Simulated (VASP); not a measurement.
# HfN (P6_3/mmc) in VASP: further runs, part 2 of 4

VASP 6.6.1.

## (4) Single point, PBE (biaxial strain in the a-b plane: +4.0 %, then relaxed in part)

The input, INCAR:

```
PREC = Accurate ; ENCUT = 520
EDIFF = 1E-6 ; ISMEAR = 0
SIGMA = 0.1 ; LREAL = F
LASPH = T ; NELM = 60
ALGO = Normal ; ISIF = 2
LWAVE = F ; LCHARG = T
GGA = PE ; LELF = T
LVHAR = T ; NBANDS = 23
```

The input, KPOINTS:

```
Automatic mesh
0
Gamma
  18 18 10
```

The input, POSCAR:

```
HfN
1.0
    3.2856091233      0.0000000000      0.0000000000
   -1.6428045617      2.8454209677      0.0000000000
    0.0000000000      0.0000000000      5.3718775026
Hf N
2 2
Direct
    0.6666666667      0.3333333333      0.7500000000
    0.3333333333      0.6666666667      0.2500000000
    0.0000000000      0.0000000000      0.0000000000
    0.0000000000      0.0000000000      0.5000000000
```

Potentials or basis: VASP PAW PBE potentials, release 64 (Hf_pv, N).

Run with:

```sh
> cat potpaw_PBE.64/Hf_pv/POTCAR potpaw_PBE.64/N/POTCAR > POTCAR
> mpirun -np 1 vasp_std > vasp.out
```

OUTCAR:

```text
PREC = Accurate
   ENCUT = 520
   EDIFF = 1E-6
   ISMEAR = 0
   LREAL = F
   LASPH = T
   NELM = 60
   ISIF = 2
   GGA = PE

 ion  position               nearest neighbor table
   1  0.667  0.333  0.750-   3 2.32   4 2.32   3 2.32   4 2.32   3 2.32   4 2.32   2 3.29   2 3.29
                             2 3.29   2 3.29   2 3.29   2 3.29
   2  0.333  0.667  0.250-   3 2.32   4 2.32   3 2.32   4 2.32   3 2.32   4 2.32   1 3.29   1 3.29
                             1 3.29   1 3.29   1 3.29   1 3.29
   3  0.000  0.000  0.000-   1 2.32   2 2.32   1 2.32   2 2.32   1 2.32   2 2.32
   4  0.000  0.000  0.500-   1 2.32   2 2.32   1 2.32   2 2.32   1 2.32   2 2.32

  LATTYP: Found a hexagonal cell.
 ALAT       =     3.2856091233
 C/A-ratio  =     1.6349715687

  Lattice vectors:

 A1 = (   3.2856091233,   0.0000000000,   0.0000000000)
 A2 = (  -1.6428045617,   2.8454209677,   0.0000000000)
 A3 = (   0.0000000000,   0.0000000000,   5.3718775026)

Analysis of symmetry for initial positions (statically):
=====================================================================
 Subroutine PRICEL returns:
 Original cell was already a primitive cell.

 Routine SETGRP: Setting up the symmetry group for a
 hexagonal supercell.

 Subroutine GETGRP returns: Found 24 space group operations
 (whereof 12 operations were pure point group operations)
 out of a pool of 24 trial point group operations.

The static configuration has the point symmetry D_3d.
 The point group associated with its full space group is D_6h.

Analysis of symmetry for dynamics (positions and initial velocities):
=====================================================================
 Subroutine PRICEL returns:
 Original cell was already a primitive cell.

 Routine SETGRP: Setting up the symmetry group for a
 hexagonal supercell.
[... 125 lines left out ...]
   ISMEAR =     0;   SIGMA  =   0.10  broadening in eV -4-tet -1-fermi 0-gaus
   EFERMI_NEDOS =   21; number of points for ismear=-14 and -15
   IALGO  =     38    algorithm
   IMIX   =      4    mixing-type and parameters
     AMIX     =   0.40;   BMIX     =  1.00
     AMIX_MAG =   1.60;   BMIX_MAG =  1.00
  volume/ion in A,a.u.               =      12.56        84.73
  Fermi-wavevector in a.u.,A,eV,Ry     =   1.378751  2.605461 25.864042  1.900953
  Thomas-Fermi vector in A             =   2.503783
   LORBIT       =      0    0 simple, 1 ext, 2 COOP (PROOUT), +10 PAW based schemes
   GGA     = PE    functional components
   LHFCALC =     F    Hartree Fock is set to
   AEXX    =    0.0000 exact exchange contribution
   IVDW    =     0    specifies the selected vdW correction
   LEPSILON=     F    determine dielectric tensor
   LRPA    =     F    only Hartree local field effects (RPA)
 non-spin polarized calculation
 Gauss-broadening in eV      SIGMA  =   0.10
  energy-cutoff  :      520.00
  volume of cell :       50.22
 maximum number of plane-waves:      1374
   NGX = 13   NGY = 13   NGZ = 19

 number of electron      29.9999997 magnetization

 Free energy of the ion-electron system (eV)
  ---------------------------------------------------
  ext. energy  EPLUGINS =         0.00000000
  ---------------------------------------------------
  free energy    TOTEN  =       -43.09762472 eV

  energy without entropy =      -43.09422935  energy(sigma->0) =      -43.09592703

 E-fermi :   7.2347     XC(G=0): -12.2989

 val. band max:        7.2082029473   @ k =   0.3333   0.3333   0.2000
 cond. band min:       7.2349624242   @ k =   0.3333   0.2222   0.5000
 fundamental gap:      0.0267594769
 Fermi energy:         7.2347121517

 k-point     1 :       0.0000    0.0000    0.0000
  band No.  band energies     occupation
      1     -24.6657      2.00000
      2     -23.9827      2.00000
      3     -23.9534      2.00000
      4     -23.9534      2.00000
      5     -23.8874      2.00000
      6     -23.8874      2.00000
[... 613 lines left out ...]
     22      12.5667      0.00000
     23      13.5139      0.00000

 [... further k-points ...]

------------------------ aborting loop because EDIFF is reached ----------------------------------------

  FORCE on cell =-STRESS in cart. coord.  units (eV):
  Direction    XX          YY          ZZ          XY          YZ          ZX
  --------------------------------------------------------------------------------------
  -------------------------------------------------------------------------------------
  Total       -7.3734178     -7.3734178     -0.5716939      0.0000000      0.0000000      0.0000000
  in kB     -235.2290206   -235.2290206    -18.2383539      0.0000000      0.0000000      0.0000000
  external PRESSURE =    -162.8987984 kB  Pullay stress =       0.0000000 kB

 VOLUME and BASIS-vectors are now :
 -----------------------------------------------------------------------------
  energy-cutoff  :      520.00
  volume of cell :       50.22
      direct lattice vectors                 reciprocal lattice vectors
     3.285609123  0.000000000  0.000000000     0.304357567  0.175720923  0.000000000
    -1.642804562  2.845420968  0.000000000     0.000000000  0.351441847  0.000000000
     0.000000000  0.000000000  5.371877503     0.000000000  0.000000000  0.186154654

 POSITION                                       TOTAL-FORCE (eV/Angst)
 -----------------------------------------------------------------------------------
      1.64280      0.94847      4.02891         0.000000     -0.000000     -0.000000
     -0.00000      1.89695      1.34297        -0.000000      0.000000      0.000000
      0.00000      0.00000      0.00000         0.000000      0.000000      0.000000
      0.00000      0.00000      2.68594         0.000000      0.000000      0.000000
 -----------------------------------------------------------------------------------
    total drift:                               -0.000000      0.000000     -0.000000

  FREE ENERGIE OF THE ION-ELECTRON SYSTEM (eV)
  ---------------------------------------------------
  free  energy   TOTEN  =       -43.0976247179 eV

  energy  without entropy=      -43.0942293460  energy(sigma->0) =      -43.09592703
```

OSZICAR:

```text
N       E                     dE             d eps       ncg     rms          rms(c)
DAV:   1     0.110543916157E+03    0.11054E+03   -0.16435E+04 10212   0.129E+03
DAV:   2    -0.429336487984E+02   -0.15348E+03   -0.14542E+03 13274   0.309E+02
DAV:   3    -0.494301081665E+02   -0.64965E+01   -0.64386E+01 13286   0.501E+01
DAV:   4    -0.494918059642E+02   -0.61698E-01   -0.61651E-01 11967   0.537E+00
DAV:   5    -0.494926407611E+02   -0.83480E-03   -0.83464E-03 13992   0.510E-01    0.629E+01
DAV:   6    -0.433546151717E+02    0.61380E+01   -0.30538E+01 12525   0.269E+01    0.500E+01
DAV:   7    -0.431469944014E+02    0.20762E+00   -0.22288E+00 12239   0.880E+00    0.274E+01
DAV:   8    -0.431153678204E+02    0.31627E-01   -0.23571E-01 12782   0.338E+00    0.628E+00
DAV:   9    -0.430991533742E+02    0.16214E-01   -0.89648E-02 12268   0.161E+00    0.332E+00
DAV:  10    -0.430976713370E+02    0.14820E-02   -0.94434E-03 13177   0.597E-01    0.217E-01
DAV:  11    -0.430976258185E+02    0.45519E-04   -0.54770E-04 12809   0.160E-01    0.924E-02
DAV:  12    -0.430976249583E+02    0.86019E-06   -0.33188E-05 13148   0.384E-02    0.105E-01
DAV:  13    -0.430976247179E+02    0.24043E-06   -0.66779E-06 12846   0.157E-02
   1 F= -.43097625E+02 E0= -.43095927E+02  d E =-.339537E-02
```

Wall time 2.2 min (1 thread of Intel Xeon Platinum 8488C (Sapphire Rapids), shared host); peak memory 0.32 GiB.

Results:

```yaml
Free_energy: -43.0976 eV
Pressure: -16.3 GPa
Band_gap_on_the_k_mesh: zero (bands 15 and 16 overlap by 2.12 eV)
```

Levels at points of the mesh, in eV from the Fermi level:
| k point | band 13 | band 14 | band 15 | band 16 | band 17 | band 18 |
| --- | --- | --- | --- | --- | --- | --- |
| (0.00, 0.00, 0.00) | -3.56 | -1.28 | -0.25 | 0.45 | 0.67 | 0.67 |
| (0.50, 0.00, 0.00) | -3.42 | -2.66 | -1.91 | 2.32 | 2.47 | 3.53 |
| (0.00, 0.00, 0.50) | -4.38 | -4.38 | 1.69 | 1.69 | 2.37 | 2.37 |
| (0.50, 0.00, 0.50) | -4.40 | -4.40 | -0.33 | -0.33 | 3.84 | 3.84 |

Caveat: the cell differs from its parent crystal (biaxial strain in the a-b plane: +4.0 %, then relaxed in part); the cell stands under tension; spin-orbit coupling is left out, which moves the levels of the heavy elements.

(Part 2 of 4 ends here.)
